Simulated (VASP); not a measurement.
A run of VASP 6.6.1 is set up as follows.

INCAR

```
SYSTEM = Ti3H
PREC = Accurate ; ENCUT = 520
EDIFF = 1E-7 ; ISMEAR = 0
SIGMA = 0.1 ; LREAL = .FALSE.
LASPH = .TRUE. ; NELM = 80
ALGO = Normal ; ISIF = 2
LWAVE = .FALSE. ; LCHARG = .FALSE.
LDIPOL = .TRUE. ; IDIPOL = 3
DIPOL = 0.5 0.5 0.311 ; GGA = PE
NBANDS = 47
```

The input KPOINTS:

```
Automatic mesh
0
G
  6 6 1
  0 0 0
```

POSCAR

```
Ti3H
1.0
    4.6037402164      0.0000000000      0.0000000000
   -2.3018701082      3.9869559799      0.0000000000
    0.0000000000      0.0000000000     22.4968206792
Ti H
6 2
Direct
    0.6666666667      0.3333333333      0.1778029019
    0.3333333333      0.6666666667      0.2195747837
    0.0000000000      0.0000000000      0.2613466656
    0.6666666667      0.3333333333      0.2980472718
    0.3333333333      0.6666666667      0.3304570052
    0.0000000000      0.0000000000      0.3776898434
    0.2991850199      1.0000000000      0.4119169020
    0.7008149801      1.0000000000      0.4119169020
```

Potentials or basis: VASP PAW PBE potentials, release 64 (Ti_sv, H).

Command:

```console
$ cat potpaw_PBE.64/Ti_sv/POTCAR potpaw_PBE.64/H/POTCAR > POTCAR
$ mpirun -np 1 vasp_std > vasp.out
```

Task: Predict the largest force.

Result: 2.289 eV/Å.

Task: Predict the band gap on the k mesh.

Result: Zero (band 37 reaches -0.60 eV, above the bottom of band 38 at -0.87 eV).

Forces in eV/Å, atoms in the order of the input:
```
Ti   0.000 -0.036  0.068
Ti   0.000  0.100  0.493
Ti   0.000 -0.132 -1.062
Ti   0.000  0.035 -0.483
Ti   0.000  0.720  1.359
Ti   0.000  0.244 -1.408
H    2.181 -0.465  0.517
H   -2.181 -0.465  0.517
```
